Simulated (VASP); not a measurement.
Set up this calculation in VASP 6.6.1, as the native input.

| Property | Result |
| --- | --- |
| Task | single point |
| Functional | PBE |
| Potentials or basis | VASP PAW PBE potentials, release 64 (Ti_sv) |
| Cutoff | 520 eV |
| k mesh | 12 × 12 × 1 |
| Occupations | gaussian, width 0.1 eV |
| Spin | no spin polarisation |
| Dipole correction | yes |
| Further INCAR settings | ALGO = Normal; EDIFF = 1e-07; NBANDS = 38 |

The structure of Ti lies in POSCAR:

```
Ti
1.0
    2.9076478643      0.0000000000      0.0000000000
   -1.4538239322      2.5180969158      0.0000000000
    0.0000000000      0.0000000000     24.4963381590
Ti
5
Direct
    0.6666666667      0.3333333333      0.3116219019
    0.3333333333      0.6666666667      0.4017959146
    0.0000000000      0.0000000000      0.4999999885
    0.6666666667      0.3333333333      0.5982040934
    0.3333333333      0.6666666667      0.6883781016
```

One way to write it, as run:

INCAR

```
PREC     = Accurate       # precision mode
ENCUT    = 520            # plane-wave cutoff, eV
EDIFF    = 1E-7           # SCF threshold, eV
ISMEAR   = 0              # smearing method
SIGMA    = 0.1            # smearing width, eV
LREAL    = False          # projectors in reciprocal space
LASPH    = True           # aspherical terms in the spheres
NELM     = 100            # most SCF steps
ALGO     = Normal         # electronic algorithm
ISIF     = 2              # what is computed and relaxed
LWAVE    = False          # write WAVECAR
LCHARG   = False          # write CHGCAR
LDIPOL   = True         
IDIPOL   = 3            
DIPOL    = 0.5 0.5 0.500
GGA      = PE             # functional
NBANDS   = 38             # bands
```

KPOINTS

```
regular mesh
0
Gamma
  12 12 1
```

Potentials or basis: VASP PAW PBE potentials, release 64 (Ti_sv).

The run is started by

```bash
$ cat potpaw_PBE.64/Ti_sv/POTCAR > POTCAR
$ mpirun -np 1 vasp_std > vasp.out
```

It gave:

The largest force is 0.005 eV/Å. The band gap on the k mesh is zero (bands 30 and 31 overlap by 1.00 eV).

Run time: 5.1 min on 1 thread of AMD EPYC 7R13, with other jobs on the host, peak memory 0.33 GiB.
